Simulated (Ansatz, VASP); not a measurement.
**One calculation of Mg, two programs**

```
Mg
1.0
     3.15165    0.00000    0.00000
    -1.57582    2.72941    0.00000
     0.00000    0.00000   10.12190
Mg
4
Direct
  0.00000 0.00000 0.00000
  0.33333 0.66667 0.25000
  0.00000 0.00000 0.50000
  0.66667 0.33333 0.75000
```

Alike in both runs: functional PBE; dispersion D3(BJ); k mesh 18 × 18 × 4; occupations gaussian, width 0.1 eV; no spin polarisation.

Ansatz relaxed the structure, and its values are those at the end. VASP's run is a single point on that final structure, the one shown.

|  | VASP | Ansatz |
| --- | --- | --- |
| version | VASP 6.6.1 | Ansatz 0.2.0 |
| potentials or method | VASP PAW PBE potentials, release 64 (Mg), cutoff 520 eV | scalar-relativistic, plane waves, PAW |
| valence electrons in the cell | 8 | 40 |

```tsv
	VASP	Ansatz	Ansatz less VASP
gap on the k mesh at the Fermi level (eV)	none	none	-
pressure (GPa)	-0.1	0.0	+0.12
```

A gap of «none» marks a metal or a gap that the smearing closes. VASP's potentials hold 8 valence electrons a cell and Ansatz's 40, so a difference there can come from the potentials and not from the codes.
